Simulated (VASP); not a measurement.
A run of VASP 6.6.1 is set up as follows.

Contents of INCAR:

```
ALGO = Fast
EDIFF = 1E-6
ENCUT = 520
GGA = PS
ISIF = 2
ISMEAR = 0
LASPH = T
LCHARG = F
LREAL = F
LWAVE = F
NBANDS = 19
NELM = 100
PREC = Accurate
SIGMA = 0.15
```

The input KPOINTS:

```
k-points
0
Gamma
  18 18 10
```

Contents of POSCAR:

```
Ti
1.0
    2.8614979246      0.0000000000      0.0000000000
   -1.4307489623      2.4781298956      0.0000000000
    0.0000000000      0.0000000000      4.5454200000
Ti
2
Direct
    0.3333333333      0.6666666667      0.2500000000
    0.6666666667      0.3333333333      0.7500000000
```

Potentials or basis: VASP PAW PBE potentials, release 64 (Ti_sv).

The run is started by

```bash
$ cat potpaw_PBE.64/Ti_sv/POTCAR > POTCAR
$ mpirun -np 1 vasp_std > vasp.out
```

**Question.** What does it give for the band gap on the k mesh?

**Answer.** Zero (bands 12 and 13 overlap by 1.13 eV).

**Question.** What does it give for the pressure?

**Answer.** 4.2 GPa.

Stress tensor (GPa, compression positive):
```
4.30 0.00 0.00
0.00 4.30 0.00
0.00 0.00 3.97
```

Caveat: the cell differs from its parent crystal (strain -0.030 along x and y, -0.030 along z); the cell stands under pressure; the PAW data sets were made with another functional, which shifts forces and pressure a little.
